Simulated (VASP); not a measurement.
# Ni (P6_3/mmc) in VASP: notebook, part 2 of 2

VASP 6.6.1.

**3. Single point, PBE, collinear spin, ferromagnetic start**

This run uses another cell than the first one, of 10.57 Å³/atom.

INCAR

```
PREC = Accurate ; ENCUT = 520
EDIFF = 1E-6 ; ISMEAR = 0
SIGMA = 0.011 ; LREAL = False
LASPH = True ; NELM = 150
ALGO = Fast ; ISIF = 2
LWAVE = False ; LCHARG = True
ISPIN = 2 ; MAGMOM = 1 1
LORBIT = 11 ; LMAXMIX = 4
GGA = PE ; LELF = True
LVHAR = True ; NBANDS = 21
```

KPOINTS

```
regular mesh
0
Gamma
  12 12 7
```

POSCAR

```
Ni
1.0
    2.4480228978      0.0000000000      0.0000000000
   -1.2240114489      2.1200500186      0.0000000000
    0.0000000000      0.0000000000      4.0728075700
Ni
2
Direct
    0.6666666667      0.3333333333      0.7500000000
    0.3333333333      0.6666666667      0.2500000000
```

Potentials or basis: VASP PAW PBE potentials, release 64 (Ni).

Started as:

```console
$ cat potpaw_PBE.64/Ni/POTCAR > POTCAR
$ mpirun -np 1 vasp_std > vasp.out
```

OUTCAR:

```text
PREC = Accurate
   ENCUT = 520
   EDIFF = 1E-6
   ISMEAR = 0
   LREAL = False
   LASPH = True
   NELM = 150
   ISIF = 2
   ISPIN = 2
   LORBIT = 11
   GGA = PE

 ion  position               nearest neighbor table
   1  0.667  0.333  0.750-   2 2.48   2 2.48   2 2.48   2 2.48   2 2.48   2 2.48
   2  0.333  0.667  0.250-   1 2.48   1 2.48   1 2.48   1 2.48   1 2.48   1 2.48

  LATTYP: Found a hexagonal cell.
 ALAT       =     2.4480228978
 C/A-ratio  =     1.6637130207

  Lattice vectors:

 A1 = (   2.4480228978,   0.0000000000,   0.0000000000)
 A2 = (  -1.2240114489,   2.1200500186,   0.0000000000)
 A3 = (   0.0000000000,   0.0000000000,   4.0728075700)

Analysis of symmetry for initial positions (statically):
=====================================================================
 Subroutine PRICEL returns:
 Original cell was already a primitive cell.

 Routine SETGRP: Setting up the symmetry group for a
 hexagonal supercell.

 Subroutine GETGRP returns: Found 24 space group operations
[... 778 lines left out ...]
      5       8.0766      1.00000
      6       8.3588      1.00000
[... 565 lines left out ...]
     20      34.9807      0.00000
     21      38.0252      0.00000

 [... further k-points ...]

------------------------ aborting loop because EDIFF is reached ----------------------------------------

  FORCE on cell =-STRESS in cart. coord.  units (eV):
  Direction    XX          YY          ZZ          XY          YZ          ZX
  --------------------------------------------------------------------------------------
  -------------------------------------------------------------------------------------
  Total        1.0612733      1.0612733      0.5954601      0.0000000      0.0000000     -0.0000000
  in kB       80.4419052     80.4419052     45.1344142      0.0000000      0.0000000     -0.0000000
  external PRESSURE =      68.6727415 kB  Pullay stress =       0.0000000 kB

 VOLUME and BASIS-vectors are now :
 -----------------------------------------------------------------------------
  energy-cutoff  :      520.00
  volume of cell :       21.14
      direct lattice vectors                 reciprocal lattice vectors
     2.448022898  0.000000000  0.000000000     0.408492911  0.235843492  0.000000000
    -1.224011449  2.120050019  0.000000000     0.000000000  0.471686984  0.000000000
     0.000000000  0.000000000  4.072807570     0.000000000  0.000000000  0.245530873

 POSITION                                       TOTAL-FORCE (eV/Angst)
 -----------------------------------------------------------------------------------
      1.22401      0.70668      3.05461         0.000000     -0.000000      0.000000
     -0.00000      1.41337      1.01820        -0.000000      0.000000      0.000000
 -----------------------------------------------------------------------------------
    total drift:                               -0.000000      0.000000     -0.000000

  FREE ENERGIE OF THE ION-ELECTRON SYSTEM (eV)
  ---------------------------------------------------
  free  energy   TOTEN  =       -10.8673628390 eV

  energy  without entropy=      -10.8670432366  energy(sigma->0) =      -10.86720304

 total charge

# of ion       s       p       d       tot
------------------------------------------
    1        0.509   0.524   8.331   9.364
    2        0.509   0.524   8.331   9.364
--------------------------------------------------
tot          1.019   1.048  16.662  18.728

 magnetization (x)

# of ion       s       p       d       tot
------------------------------------------
    1       -0.005  -0.025   0.671   0.642
    2       -0.005  -0.025   0.671   0.642
--------------------------------------------------
tot         -0.009  -0.050   1.343   1.284
```

OSZICAR:

```text
N       E                     dE             d eps       ncg     rms          rms(c)
DAV:   1     0.959447321572E+02    0.95945E+02   -0.91060E+03  6832   0.141E+03
DAV:   2    -0.726224532153E+01   -0.10321E+03   -0.95263E+02  6504   0.234E+02
DAV:   3    -0.128587674593E+02   -0.55965E+01   -0.54022E+01  7282   0.626E+01
DAV:   4    -0.129249220916E+02   -0.66155E-01   -0.66105E-01  7385   0.639E+00
DAV:   5    -0.129266730639E+02   -0.17510E-02   -0.17509E-02  7387   0.103E+00    0.145E+01
RMM:   6    -0.114716296056E+02    0.14550E+01   -0.67613E+00  7735   0.281E+01    0.894E+00
RMM:   7    -0.109125804332E+02    0.55905E+00   -0.10108E+00  7641   0.111E+01    0.315E+00
RMM:   8    -0.108724510863E+02    0.40129E-01   -0.19436E-02  9000   0.966E-01    0.132E+00
RMM:   9    -0.108683478924E+02    0.41032E-02   -0.27079E-03  8810   0.431E-01    0.329E-01
RMM:  10    -0.108673910119E+02    0.95688E-03   -0.73425E-04  8253   0.275E-01    0.738E-02
RMM:  11    -0.108673592967E+02    0.31715E-04   -0.27530E-04  9644   0.911E-02    0.360E-02
RMM:  12    -0.108673629407E+02   -0.36440E-05   -0.34700E-05  9198   0.385E-02    0.218E-02
RMM:  13    -0.108673628390E+02    0.10169E-06   -0.60287E-06  7939   0.143E-02
   1 F= -.10867363E+02 E0= -.10867203E+02  d E =-.319602E-03  mag=     1.2660
```

stdout:

```text
POSCAR found type information on POSCAR Ni
 POSCAR found :  1 types and       2 ions
 scaLAPACK will be used
 LDA part: xc-table for (Slater+PW92), standard interpolation
 POSCAR, INCAR and KPOINTS ok, starting setup
 FFT: planning ... GRIDC
 FFT: planning ... GRID_SOFT
 FFT: planning ... GRID
 WAVECAR not read
 entering main loop
WARNING in EDDRMM: call to ZHEGV failed, returncode =   8  4     19
WARNING in EDDRMM: call to ZHEGV failed, returncode =   8  4     19
WARNING in EDDRMM: call to ZHEGV failed, returncode =   8  4     19
```

It took 51 s on 1 thread of Intel Xeon Platinum 8488C (Sapphire Rapids), shared host; peak memory 0.17 GiB.

Results:

```
Free energy                                           : -10.8674 eV
Pressure                                              : 6.9 GPa
Net moment                                            : 1.27 μB per cell
Site moments                                          : Ni +0.64 μB
Valence electrons inside the program's atomic spheres : Ni 9.36
```

Stress tensor (GPa, compression positive):
```
8.04 0.00 0.00
0.00 8.04 0.00
0.00 0.00 4.51
```

Caveat: the cell stands under pressure.

**4. Single point, PBE, collinear spin, ferromagnetic start**

This run uses another cell than the first one, of 10.94 Å³/atom.

INCAR

```
ALGO = Normal
EDIFF = 1E-6
ENCUT = 520
GGA = PE
ISIF = 2
ISMEAR = -1
ISPIN = 2
LASPH = T
LCHARG = T
LELF = T
LMAXMIX = 4
LORBIT = 11
LREAL = F
LVHAR = T
LWAVE = F
MAGMOM = 1 1
NBANDS = 21
NELM = 150
PREC = Accurate
SIGMA = 0.05
```

KPOINTS

```
k-points
0
Gamma
  12 12 7
```

POSCAR

```
Ni
1.0
    2.4890473146      0.0000000000      0.0000000000
   -1.2445236573      2.1555782057      0.0000000000
    0.0000000000      0.0000000000      4.0763420698
Ni
2
Direct
    0.6666666667      0.3333333333      0.7500000000
    0.3333333333      0.6666666667      0.2500000000
```

Potentials or basis: VASP PAW PBE potentials, release 64 (Ni).

Started as:

```console
$ cat potpaw_PBE.64/Ni/POTCAR > POTCAR
$ mpirun -np 1 vasp_std > vasp.out
```

OUTCAR:

```text
EDIFF = 1E-6
   ENCUT = 520
   GGA = PE
   ISIF = 2
   ISMEAR = -1
   ISPIN = 2
   LASPH = T
   LORBIT = 11
   LREAL = F
   NELM = 150
   PREC = Accurate

 ion  position               nearest neighbor table
   1  0.667  0.333  0.750-   2 2.49   2 2.49   2 2.49   2 2.49   2 2.49   2 2.49
   2  0.333  0.667  0.250-   1 2.49   1 2.49   1 2.49   1 2.49   1 2.49   1 2.49

  LATTYP: Found a hexagonal cell.
 ALAT       =     2.4890473146
 C/A-ratio  =     1.6377117646

  Lattice vectors:

 A1 = (   2.4890473146,   0.0000000000,   0.0000000000)
 A2 = (  -1.2445236573,   2.1555782057,   0.0000000000)
[... 1369 lines left out ...]

 VOLUME and BASIS-vectors are now :
 -----------------------------------------------------------------------------
  energy-cutoff  :      520.00
  volume of cell :       21.87
      direct lattice vectors                 reciprocal lattice vectors
     2.489047315  0.000000000  0.000000000     0.401760141  0.231956326  0.000000000
    -1.244523657  2.155578206  0.000000000     0.000000000  0.463912651  0.000000000
     0.000000000  0.000000000  4.076342070     0.000000000  0.000000000  0.245317979

 POSITION                                       TOTAL-FORCE (eV/Angst)
 -----------------------------------------------------------------------------------
      1.24452      0.71853      3.05726         0.000000      0.000000      0.000000
     -0.00000      1.43705      1.01909         0.000000     -0.000000     -0.000000
 -----------------------------------------------------------------------------------
    total drift:                                0.000000      0.000000     -0.000000

  FREE ENERGIE OF THE ION-ELECTRON SYSTEM (eV)
  ---------------------------------------------------
  free  energy   TOTEN  =       -10.9033899876 eV

  energy  without entropy=      -10.8669049534  energy(sigma->0) =      -10.88514747

 total charge

# of ion       s       p       d       tot
------------------------------------------
    1        0.495   0.493   8.313   9.301
    2        0.495   0.493   8.313   9.301
--------------------------------------------------
tot          0.990   0.986  16.627  18.602

 magnetization (x)

# of ion       s       p       d       tot
------------------------------------------
    1       -0.004  -0.025   0.693   0.664
    2       -0.004  -0.025   0.693   0.664
--------------------------------------------------
tot         -0.009  -0.049   1.386   1.328
```

stdout:

```text
POSCAR found type information on POSCAR Ni
 POSCAR found :  1 types and       2 ions
 scaLAPACK will be used
 LDA part: xc-table for (Slater+PW92), standard interpolation
 POSCAR, INCAR and KPOINTS ok, starting setup
 FFT: planning ... GRIDC
 FFT: planning ... GRID_SOFT
 FFT: planning ... GRID
 WAVECAR not read
 entering main loop
```

Wall time 52 s (1 thread of Intel Xeon Platinum 8488C (Sapphire Rapids), shared host); peak memory 0.17 GiB.

What came out:

| Item | Value |
| --- | --- |
| Free energy | -10.9034 eV |
| Pressure | -0.2 GPa |
| Net moment | 1.30 μB per cell |
| Site moments | Ni +0.66 μB |
| Valence electrons inside the program's atomic spheres | Ni 9.30 |

**5. The runs side by side**

```tsv
cell	smearing	gap on the mesh (eV)	pressure (GPa)	moment (μB)
a = 2.480, b = 2.480, c = 4.126 Å, angles 90.0, 90.0, 120.0°, 2 atoms	fermi-dirac 0.05 eV	none	-1.0	1.30
a = 2.448, b = 2.448, c = 4.073 Å, angles 90.0, 90.0, 120.0°, 2 atoms	gaussian 0.011 eV	none	6.9	1.27
a = 2.489, b = 2.489, c = 4.076 Å, angles 90.0, 90.0, 120.0°, 2 atoms	fermi-dirac 0.05 eV	none	-0.2	1.30
```

Alike in all rows: task single point; level PBE; potentials or basis VASP PAW PBE potentials, release 64 (Ni); spin collinear, ferromagnetic start; k mesh 12 × 12 × 7; cutoff (eV) 520.

Caveats: the cell stands under pressure (at least some runs).

Total energies depend on the potentials used, so only differences within one code and one set of settings carry meaning.
